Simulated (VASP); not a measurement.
HfO2: relaxation of cell and atoms with PBE

Crystal: HfO2.

```
CELL_PARAMETERS angstrom
-4.03408 4.03408 2.96454
4.03408 -4.03408 2.96454
4.03408 4.03408 -2.96454
ATOMIC_POSITIONS crystal
Hf 0.25000 0.75000 0.50000
Hf 0.75000 0.25000 0.50000
O 0.16361 0.50000 0.66361
O 0.50000 0.16361 0.66361
O 0.50000 0.83639 0.33639
O 0.83639 0.50000 0.33639
```

The cell was generated, and may not be a known phase.

```yaml
Program: VASP 6.6.1
Task: relaxation of cell and atoms
Functional: PBE
Potentials_or_basis: VASP PAW PBE potentials, release 64 (Hf_pv, O)
Cutoff: 600 eV
k_mesh: 6 × 6 × 6
Occupations: gaussian, width 0.02 eV
Spin: no spin polarisation
Dipole_correction: no
Further_INCAR_settings: ALGO = Normal; EDIFF = 1e-07; IBRION = 2; EDIFFG = -0.01; NSW = 100; ISIF = 3
```

```
Relaxed volume                        : 38.73 Å³/atom
Relaxed cell                          : a = 6.929 Å, b = 6.929 Å, c = 6.929 Å, α = 100.51°, β = 100.51°, γ = 129.43°
Space group after relaxing (to 0.1 Å) : I4/mmm (No. 139)
Energy gained by relaxing             : 4.1 meV/atom
Ionic steps                           : 26
Pressure after relaxing               : 0.0 GPa
Band gap on the k mesh                : 3.80 eV (least direct gap 3.87 eV)
```

Forces in eV/Å, atoms in the order of the input:
```
Hf   0.000  0.000  0.000
Hf   0.000  0.000  0.000
O    0.000  0.002  0.000
O    0.002  0.000  0.000
O   -0.002  0.000  0.000
O    0.000 -0.002  0.000
```

The path:
```
step  energy change (eV)  largest force (eV/Å)  pressure (GPa)  volume (Å³)
   1              0.0000                0.1669           -0.46       192.98
   2              0.0149                0.3616            1.59       190.42
   3             -0.0026                0.0235            0.10       192.26
   4             -0.0031                0.0274            0.09       192.66
   5             -0.0044                0.0382            0.09       193.87
   6             -0.0066                0.0589            0.08       196.29
   7             -0.0098                0.0960            0.07       201.17
   8             -0.0123                0.1501            0.12       211.09
   9             -0.0125                0.1507            0.11       211.27
  10             -0.0130                0.1522            0.09       211.80
  11             -0.0139                0.1552            0.06       212.86
  12             -0.0157                0.1610           -0.01       214.98
  13             -0.0187                0.1689           -0.13       219.27
  14             -0.0220                0.1714           -0.33       228.00
  15             -0.0241                0.0656           -0.10       229.84
  16             -0.0246                0.0038            0.05       231.03
  17             -0.0246                0.0069            0.06       231.09
  18             -0.0246                0.0106            0.07       231.15
  19             -0.0247                0.0140            0.05       231.69
  20             -0.0247                0.0201            0.02       232.67
  21             -0.0247                0.0181            0.01       232.28
  22             -0.0247                0.0156            0.04       231.96
  23             -0.0247                0.0167            0.03       232.15
  24             -0.0247                0.0170            0.04       232.22
  25             -0.0247                0.0174            0.03       232.25
  26             -0.0247                0.0023            0.00       232.36
```

Final structure:
```yaml
crystal:
  lattice:
    - [-4.43012, 4.43012, 2.95980]
    - [4.43012, -4.43012, 2.95980]
    - [4.43012, 4.43012, -2.95980]
  atoms:
    - { symbol: Hf, position: [0.25000, 0.75000, 0.50000] }
    - { symbol: Hf, position: [0.75000, 0.25000, 0.50000] }
    - { symbol: O, position: [0.14855, 0.50000, 0.64855] }
    - { symbol: O, position: [0.50000, 0.14855, 0.64855] }
    - { symbol: O, position: [0.50000, 0.85145, 0.35145] }
    - { symbol: O, position: [0.85145, 0.50000, 0.35145] }
```

Levels at points of the mesh, in eV from the valence-band top:
```csv
k point,band 19,band 20,band 21,band 22,band 23,band 24,band 25,band 26
"(0.00, 0.00, 0.00)",-0.31,-0.17,-0.07,-0.07,3.80,4.46,4.85,6.79
"(0.50, 0.00, 0.00)",-0.75,-0.74,-0.60,-0.59,5.24,5.27,5.89,6.02
"(0.50, 0.50, 0.00)",-0.36,-0.20,-0.09,0.00,4.15,4.39,4.78,6.37
"(0.50, 0.50, 0.50)",-0.40,-0.24,-0.01,-0.01,4.28,4.45,4.73,6.59
```

Wall time 38 min on 1 thread of Intel(R) Xeon(R) 6975P-C (Granite Rapids), on a shared host, peak memory 0.53 GiB.

Caveat: the volume moved by over 15 % at a fixed basis, so the end points are rough; spin-orbit coupling is left out, which moves the levels of the heavy elements. A k mesh can miss the band edges.
